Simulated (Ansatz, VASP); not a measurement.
## BeS: VASP beside Ansatz

```
CELL_PARAMETERS angstrom
0.00000 2.41885 2.41885
2.41885 0.00000 2.41885
2.41885 2.41885 0.00000
ATOMIC_POSITIONS crystal
Be 0.00000 0.00000 0.00000
S 0.25000 0.25000 0.25000
```

Alike in both runs: functional PBEsol; k mesh 8 × 8 × 8; occupations gaussian, width 0.02 eV; no spin polarisation.

Ansatz relaxed the structure, and its values are those at the end. VASP's run is a single point on that final structure, the one shown.

```csv
,VASP,Ansatz
version,VASP 6.6.1,Ansatz 0.2.0
potentials or method,"VASP PAW PBE potentials, release 64 (Be, S), cutoff 600 eV","scalar-relativistic, plane waves, PAW"
valence electrons in the cell,8,8
```

Ansatz gave:

* gap on the k mesh at the Fermi level (eV): 2.91
* least direct gap on the mesh (eV): 5.58
* pressure (GPa): 0.0

**Question.** Which values does VASP return?

**Answer.** gap on the k mesh at the Fermi level (eV): 2.91; least direct gap on the mesh (eV): 5.61; pressure (GPa): 0.2.

VASP's potentials were made for PBE, not for PBEsol, and Ansatz warns of the same on its side.
